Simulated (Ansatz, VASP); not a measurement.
**Two plane-wave programs on Os**

```
Os
1.0
     2.73520    0.00000    0.00000
    -1.36760    2.36875    0.00000
     0.00000    0.00000    4.31900
Os
2
Direct
  0.33333 0.66667 0.25000
  0.66667 0.33333 0.75000
```

Alike in both runs: task relaxation of cell and atoms; functional BLYP; k mesh 13 × 13 × 7; occupations fermi-dirac, width 0.1 eV; no spin polarisation.

```csv
,VASP,Ansatz
version,VASP 6.6.1,Ansatz 0.2.0
potentials or method,"VASP PAW PBE potentials, release 64 (Os_sv_GW), cutoff 560 eV","plane waves (420 eV) with PAW, scalar-relativistic"
valence electrons in the cell,32,32
```

```tsv
	VASP	Ansatz	Ansatz less VASP
relaxed volume (Å³/atom)	14.89	14.91	+0.017
relaxed length of the cell vector where the two differ most in proportion (Å)	2.796	2.798	+0.0015
```

VASP's potentials were made for PBE, not for BLYP.

Spin-orbit coupling is off throughout.
